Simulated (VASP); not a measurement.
Wanted: the native input for a VASP 6.6.1 run.

| Item | Value |
| --- | --- |
| Task | single point |
| Functional | r2SCAN |
| Potentials or basis | VASP PAW PBE potentials, release 64 (O, Ca_sv, Se) |
| Cutoff | 520 eV |
| k mesh | 6 × 6 × 4 |
| Occupations | gaussian, width 0.01 eV |
| Spin | no spin polarisation |
| Dipole correction | no |
| Further INCAR settings | ALGO = Normal; EDIFF = 1e-06; NBANDS = 24 |

Crystal: Ca2SeO.

```
CELL_PARAMETERS angstrom
3.80360 0.00000 0.00000
0.00000 3.80360 0.00000
0.00000 0.00000 5.38229
ATOMIC_POSITIONS crystal
O 0.00000 0.00000 0.00000
Ca 0.00000 0.00000 0.50000
Ca 0.50000 0.50000 0.00000
Se 0.50000 0.50000 0.50000
```

This cell differs from its parent crystal: volume changed by -6%.

One way to write it, as run:

POSCAR

```
Ca2SeO
1.0
    3.8035975218      0.0000000000      0.0000000000
    0.0000000000      3.8035975218      0.0000000000
    0.0000000000      0.0000000000      5.3822870771
O Ca Se
1 2 1
Direct
    0.0000000000      0.0000000000      0.0000000000
    0.0000000000      0.0000000000      0.5000000000
    0.5000000000      0.5000000000      0.0000000000
    0.5000000000      0.5000000000      0.5000000000
```

INCAR.step1

```
SYSTEM = Ca2SeO
ALGO     = Normal         ! electronic algorithm
EDIFF    = 1E-4           ! SCF threshold, eV
ENCUT    = 520            ! plane-wave cutoff, eV
GGA      = PE             ! functional
ISMEAR   = 0              ! smearing method
LASPH    = .TRUE.         ! aspherical terms in the spheres
LCHARG   = .FALSE.        ! write CHGCAR
LREAL    = .FALSE.        ! projectors in reciprocal space
LWAVE    = .TRUE.         ! write WAVECAR
NBANDS   = 24             ! bands
NELM     = 100            ! most SCF steps
PREC     = Accurate       ! precision mode
SIGMA    = 0.01           ! smearing width, eV
```

INCAR.step2

```
SYSTEM = Ca2SeO
ALGO     = Normal         ! electronic algorithm
EDIFF    = 1E-6           ! SCF threshold, eV
ENCUT    = 520            ! plane-wave cutoff, eV
ISIF     = 2              ! what is computed and relaxed
ISMEAR   = 0              ! smearing method
ISTART   = 1            
LASPH    = .TRUE.         ! aspherical terms in the spheres
LCHARG   = .FALSE.        ! write CHGCAR
LMIXTAU  = .TRUE.       
LREAL    = .FALSE.        ! projectors in reciprocal space
LWAVE    = .FALSE.        ! write WAVECAR
METAGGA  = R2SCAN         ! meta-GGA
NBANDS   = 24             ! bands
NELM     = 100            ! most SCF steps
PREC     = Accurate       ! precision mode
SIGMA    = 0.01           ! smearing width, eV
```

KPOINTS

```
k-points
0
G
  6 6 4
  0 0 0
```

Potentials or basis: VASP PAW PBE potentials, release 64 (O, Ca_sv, Se).

Command:

```sh
$ cat potpaw_PBE.64/O/POTCAR potpaw_PBE.64/Ca_sv/POTCAR potpaw_PBE.64/Se/POTCAR > POTCAR
$ cp INCAR.step1 INCAR
$ mpirun -np 1 vasp_std > vasp.out
$ cp INCAR.step2 INCAR
$ mpirun -np 1 vasp_std > vasp.out
```

Results of the run:

| Quantity | Value |
| --- | --- |
| Pressure | 5.1 GPa |
| Band gap on the k mesh | 2.42 eV, direct |

Caveat: the PAW data sets were made with another functional, which shifts forces and pressure a little.

Run time: 120 s on 1 thread of Intel(R) Xeon(R) Platinum 8375C CPU @ 2.90GHz (Ice Lake), with other jobs on the host, peak memory 0.21 GiB.
